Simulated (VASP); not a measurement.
# Ni (P6_3/mmc) in VASP: notebook, part 2 of 2

VASP 6.6.1.

## (5) Single point, BLYP, collinear spin, ferromagnetic start (10.57 Å³/atom)

This run uses another cell than the first one, of 10.57 Å³/atom.

File INCAR:

```
PREC = Accurate
ENCUT = 520
EDIFF = 1E-7
ISMEAR = -1
SIGMA = 0.05
LREAL = F
LASPH = T
NELM = 150
ALGO = Normal
ISIF = 2
LWAVE = F
LCHARG = T
ISPIN = 2
MAGMOM = 0.657 0.657
LORBIT = 11
LMAXMIX = 4
GGA = B5
ALDAX = 1.0
AGGAX = 1.0
AGGAC = 1.0
ALDAC = 0.0
LELF = T
LVHAR = T
NBANDS = 21
```

File KPOINTS:

```
Automatic mesh
0
Gamma
  16 16 9
```

File POSCAR:

```
Ni
1.0
    2.4568839916      0.0000000000      0.0000000000
   -1.2284419958      2.1277239509      0.0000000000
    0.0000000000      0.0000000000      4.0424178474
Ni
2
Direct
    0.3333333333      0.6666666667      0.2500000000
    0.6666666667      0.3333333333      0.7500000000
```

Potentials or basis: VASP PAW PBE potentials, release 64 (Ni).

Launch:

```console
cat potpaw_PBE.64/Ni/POTCAR > POTCAR
mpirun -np 1 vasp_std > vasp.out
```

OUTCAR:

```text
PREC = Accurate
   ENCUT = 520
   EDIFF = 1E-7
   ISMEAR = -1
   LREAL = F
   LASPH = T
   NELM = 150
   ISIF = 2
   ISPIN = 2
   LORBIT = 11
   GGA = B5

 ion  position               nearest neighbor table
   1  0.333  0.667  0.250-   2 2.47   2 2.47   2 2.47   2 2.47   2 2.47   2 2.47
   2  0.667  0.333  0.750-   1 2.47   1 2.47   1 2.47   1 2.47   1 2.47   1 2.47

  LATTYP: Found a hexagonal cell.
 ALAT       =     2.4568839916
 C/A-ratio  =     1.6453433948

  Lattice vectors:

 A1 = (   2.4568839916,   0.0000000000,   0.0000000000)
[... 1368 lines left out ...]
  external PRESSURE =     169.5502291 kB  Pullay stress =       0.0000000 kB

 VOLUME and BASIS-vectors are now :
 -----------------------------------------------------------------------------
  energy-cutoff  :      520.00
  volume of cell :       21.13
      direct lattice vectors                 reciprocal lattice vectors
     2.456883992  0.000000000  0.000000000     0.407019625  0.234992890  0.000000000
    -1.228441996  2.127723951  0.000000000     0.000000000  0.469985780  0.000000000
     0.000000000  0.000000000  4.042417847     0.000000000  0.000000000  0.247376703

 POSITION                                       TOTAL-FORCE (eV/Angst)
 -----------------------------------------------------------------------------------
     -0.00000      1.41848      1.01060        -0.000000      0.000000      0.000000
      1.22844      0.70924      3.03181         0.000000      0.000000      0.000000
 -----------------------------------------------------------------------------------
    total drift:                               -0.000000     -0.000000     -0.000000

  FREE ENERGIE OF THE ION-ELECTRON SYSTEM (eV)
  ---------------------------------------------------
  free  energy   TOTEN  =        -9.0896126321 eV

  energy  without entropy=       -9.0546944699  energy(sigma->0) =       -9.07215355

 total charge

# of ion       s       p       d       tot
------------------------------------------
    1        0.510   0.507   8.389   9.406
    2        0.510   0.507   8.389   9.406
--------------------------------------------------
tot          1.021   1.013  16.778  18.812

 magnetization (x)

# of ion       s       p       d       tot
------------------------------------------
    1       -0.005  -0.022   0.603   0.575
    2       -0.005  -0.022   0.603   0.575
--------------------------------------------------
tot         -0.011  -0.045   1.206   1.151
```

OSZICAR:

```text
N       E                     dE             d eps       ncg     rms          rms(c)
DAV:   1     0.983782202859E+02    0.98378E+02   -0.89111E+03 13525   0.136E+03
DAV:   2    -0.508340220819E+01   -0.10346E+03   -0.95687E+02 12820   0.237E+02
DAV:   3    -0.107944844545E+02   -0.57111E+01   -0.54964E+01 14413   0.632E+01
DAV:   4    -0.108658149257E+02   -0.71330E-01   -0.71279E-01 14695   0.664E+00
DAV:   5    -0.108677145854E+02   -0.18997E-02   -0.18996E-02 14636   0.107E+00    0.135E+01
DAV:   6    -0.966534332275E+01    0.12024E+01   -0.60843E+00 15141   0.529E+01    0.755E+00
DAV:   7    -0.912486719213E+01    0.54048E+00   -0.13085E+00 14674   0.217E+01    0.263E+00
DAV:   8    -0.909475151252E+01    0.30116E-01   -0.10932E-02 18049   0.126E+00    0.121E+00
DAV:   9    -0.909062835589E+01    0.41232E-02   -0.55614E-04 18834   0.284E-01    0.352E-01
DAV:  10    -0.908962386526E+01    0.10045E-02   -0.93068E-05 20082   0.174E-01    0.425E-02
DAV:  11    -0.908961282293E+01    0.11042E-04   -0.26104E-05 15824   0.542E-02    0.246E-02
DAV:  12    -0.908961241633E+01    0.40661E-06   -0.13562E-06 16927   0.145E-02    0.175E-02
DAV:  13    -0.908961358335E+01   -0.11670E-05   -0.82912E-07 15672   0.980E-03    0.598E-03
DAV:  14    -0.908961276498E+01    0.81837E-06   -0.70639E-08  9185   0.384E-03    0.789E-04
DAV:  15    -0.908961264426E+01    0.12072E-06   -0.15623E-08  7370   0.156E-03    0.589E-04
DAV:  16    -0.908961263206E+01    0.12206E-07   -0.44926E-09  7160   0.612E-04
   1 F= -.90896126E+01 E0= -.90721536E+01  d E =-.349182E-01  mag=     1.1384
```

Wall time 3.7 min (1 thread of Intel Xeon 8259CL, shared host); peak memory 0.21 GiB.

What came out:

* Free energy: -9.0896 eV
* Pressure: 17.0 GPa
* Net moment: 1.14 μB per cell
* Site moments: Ni +0.57 μB
* Valence electrons inside the program's atomic spheres: Ni 9.41

Levels at points of the mesh, in eV from the Fermi level:
Spin up:
| k point | band 7 | band 8 | band 9 | band 10 | band 11 | band 12 | band 13 | band 14 | band 15 | band 16 |
| --- | --- | --- | --- | --- | --- | --- | --- | --- | --- | --- |
| (0.00, 0.00, 0.00) | -2.09 | -1.64 | -1.64 | -0.66 | -0.66 | -0.20 | 5.83 | 23.33 | 25.03 | 25.03 |
| (0.50, 0.00, 0.00) | -2.05 | -0.55 | -0.48 | -0.42 | 1.35 | 3.26 | 9.63 | 10.11 | 12.93 | 13.67 |
Spin down:
```csv
k point,band 7,band 8,band 9,band 10,band 11,band 12
"(0.00, 0.00, 0.00)",-1.48,-1.06,-1.06,-0.22,-0.04,-0.04
"(0.50, 0.00, 0.00)",-1.44,0.14,0.16,0.27,1.77,3.60
```

Caveat: the cell stands under pressure; the PAW data sets were made with another functional, which shifts forces and pressure a little.

## (6) Summary

| spin | cell | k mesh | gap on the mesh (eV) | pressure (GPa) | moment (μB) |
| --- | --- | --- | --- | --- | --- |
| collinear, ferromagnetic start | a = 2.526, b = 2.526, c = 4.156 Å, angles 90.0, 90.0, 120.0°, 2 atoms | 23 × 23 × 13 | none | 0.0 | 1.21 |
| collinear, antiferromagnetic start | a = 2.526, b = 2.526, c = 4.156 Å, angles 90.0, 90.0, 120.0°, 2 atoms | 14 × 14 × 8 | none | -0.5 | 0.00 |
| collinear, ferromagnetic start | a = 2.421, b = 2.421, c = 3.983 Å, angles 90.0, 90.0, 120.0°, 2 atoms | 16 × 16 × 9 | none | 29.0 | 1.12 |
| collinear, ferromagnetic start | a = 2.457, b = 2.457, c = 4.042 Å, angles 90.0, 90.0, 120.0°, 2 atoms | 16 × 16 × 9 | none | 17.0 | 1.14 |

Alike in all rows: task single point; level BLYP; potentials or basis VASP PAW PBE potentials, release 64 (Ni); cutoff (eV) 520; smearing fermi-dirac 0.05 eV.

Caveats: the PAW data sets were made with another functional, which shifts forces and pressure a little; the cell stands under pressure (at least some runs).

Absolute energies hang on the potentials; compare differences alone.
